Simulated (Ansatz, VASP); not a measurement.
# BP: VASP beside Ansatz

```
CELL_PARAMETERS angstrom
0.00000 2.40514 2.26900
2.26900 0.00000 2.26900
2.26900 2.40514 0.00000
ATOMIC_POSITIONS crystal
B 0.00000 0.00000 0.00000
P 0.75000 0.75000 0.75000
```

Change from the starting cell: strain +0.0600 x Voigt [0, 1, 0, 0, 0, 0], atoms carried along.

Alike in both runs: task single point; functional r2SCAN; k mesh 8 × 8 × 8; occupations gaussian, width 0.05 eV; no spin polarisation.

|  | VASP | Ansatz |
| --- | --- | --- |
| version | VASP 6.6.1 | Ansatz 0.2.0 |
| potentials or method | VASP PAW PBE potentials, release 64 (B, P), cutoff 520 eV | scalar-relativistic, plane waves, PAW |
| valence electrons in the cell | 8 | 8 |

VASP gave:

```
gap on the k mesh at the Fermi level (eV)                     : 1.09
least direct gap on the mesh (eV)                             : 3.25
pressure (GPa)                                                : -9.4
traceless stress, the component that is largest in VASP (GPa) : -11.40
```

Q: What did Ansatz give for the same quantities?

A: gap on the k mesh at the Fermi level (eV): 1.06; least direct gap on the mesh (eV): 3.21; pressure (GPa): -9.0; traceless stress, the component that is largest in VASP (GPa): -11.35.

VASP's potentials were made for PBE, not for r2SCAN.
